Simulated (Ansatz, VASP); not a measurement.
**Al: VASP beside Ansatz**

Contents of INCAR:

```
SYSTEM = Al
  PREC = Accurate
  ENCUT = 520
  EDIFF = 1E-6
  ISMEAR = 0
  SIGMA = 0.1
  LREAL = .False.
  LASPH = .True.
  NELM = 100
  ALGO = Normal
  ISIF = 2
  LWAVE = .False.
  LCHARG = .True.
  GGA = PE
  LELF = .True.
  LVHAR = .True.
  NBANDS = 8
```

File KPOINTS:

```
regular mesh
0
Gamma
  18 18 18
  0 0 0
```

File POSCAR:

```
Al
1.0
    0.0000000000      2.0248050000      2.0248050000
    2.0248050000      0.0000000000      2.0248050000
    2.0248050000      2.0248050000      0.0000000000
Al
1
Direct
    0.0000000000      0.0000000000      0.0000000000
```

Input for Ansatz:

```yaml
crystal:
  lattice:
    - [0.0, 2.024805, 2.024805]
    - [2.024805, 0.0, 2.024805]
    - [2.024805, 2.024805, 0.0]
  atoms:
    - { symbol: Al, position: [0.0, 0.0, 0.0] }
basis:
  ecutwfc: 420
kpoints:
  mp_grid: { grid: [18, 18, 18] }
hamiltonian:
  xc: pbe
scf:
  occupations: { method: gaussian, width: 0.1 }
output:
  forces: true
  stress: true
  eigenvalues: true
```

Alike in both runs: task single point; functional PBE; k mesh 18 × 18 × 18; occupations gaussian, width 0.1 eV; no spin polarisation.

```csv
,VASP,Ansatz
version,VASP 6.6.1,Ansatz 0.2.0
potentials or method,"VASP PAW PBE potentials, release 64 (Al), cutoff 520 eV","scalar-relativistic, plane waves, PAW"
valence electrons in the cell,3,3
```

|  | VASP | Ansatz | Ansatz less VASP |
| --- | --- | --- | --- |
| gap on the k mesh at the Fermi level (eV) | none | none | - |
| pressure (GPa) | -0.5 | -0.5 | +0.04 |

A gap of «none» marks a metal or a gap that the smearing closes. The functional is the same, so the differences come from potentials, cutoffs and numerics.
